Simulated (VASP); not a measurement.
Set up this calculation in VASP 6.6.1, as the native input.

| Quantity | Value |
| --- | --- |
| Task | single point |
| Functional | BLYP |
| Dispersion | D3(BJ) |
| Potentials or basis | VASP PAW PBE potentials, release 64 (Co, Si) |
| Cutoff | 520 eV |
| k mesh | 8 × 8 × 8 |
| Occupations | gaussian, width 0.05 eV |
| Spin | collinear spin, ferromagnetic start |
| Starting moments | [0.05, 0.0, 0.0] μB |
| Dipole correction | no |
| Further INCAR settings | ALGO = Normal; EDIFF = 1e-06; NBANDS = 20 |

The structure of CoSi2 lies in POSCAR:

```
CoSi2
1.0
    0.0000000000      2.6661708992      2.6661708992
    2.6661708992      0.0000000000      2.6661708992
    2.6661708992      2.6661708992      0.0000000000
Co Si
1 2
Direct
    0.0000000000      0.0000000000      0.0000000000
    0.2500000000      0.2500000000      0.2500000000
    0.7500000000      0.7500000000      0.7500000000
```

This cell differs from its parent crystal: volume scaled by 1.02.

The input as run:

INCAR

```
  PREC = Accurate
  ENCUT = 520
  EDIFF = 1E-6
  ISMEAR = 0
  SIGMA = 0.05
  LREAL = F
  LASPH = T
  NELM = 150
  ALGO = Normal
  ISIF = 2
  LWAVE = F
  LCHARG = T
  ISPIN = 2
  MAGMOM = 0.05 0 0
  LORBIT = 11
  LMAXMIX = 4
  GGA = B5
  ALDAX = 1.0
  AGGAX = 1.0
  AGGAC = 1.0
  ALDAC = 0.0
  IVDW = 12
  LELF = T
  LVHAR = T
  NBANDS = 20
  VDW_S6 = 1.0
  VDW_S8 = 2.6996
  VDW_A1 = 0.4298
  VDW_A2 = 4.2359
```

KPOINTS

```
Automatic mesh
0
Gamma
  8 8 8
```

Potentials or basis: VASP PAW PBE potentials, release 64 (Co, Si).

The run is started by

```console
$ cat potpaw_PBE.64/Co/POTCAR potpaw_PBE.64/Si/POTCAR > POTCAR
$ mpirun -np 1 vasp_std > vasp.out
```

It gave:

* Pressure: -3.0 GPa
* Net moment: 0.00 μB per cell
* Valence electrons inside the program's atomic spheres: Co 8.91; Si 1.62
* Dispersion energy per atom: -1.007 eV

Caveat: the PAW data sets were made with another functional, which shifts forces and pressure a little; pairwise dispersion overbinds metals, which lowers pressure and volume.

It took 42 s on 1 thread of Intel(R) Xeon(R) Platinum 8488C (Sapphire Rapids), with other jobs on the host, peak memory 0.2 GiB.
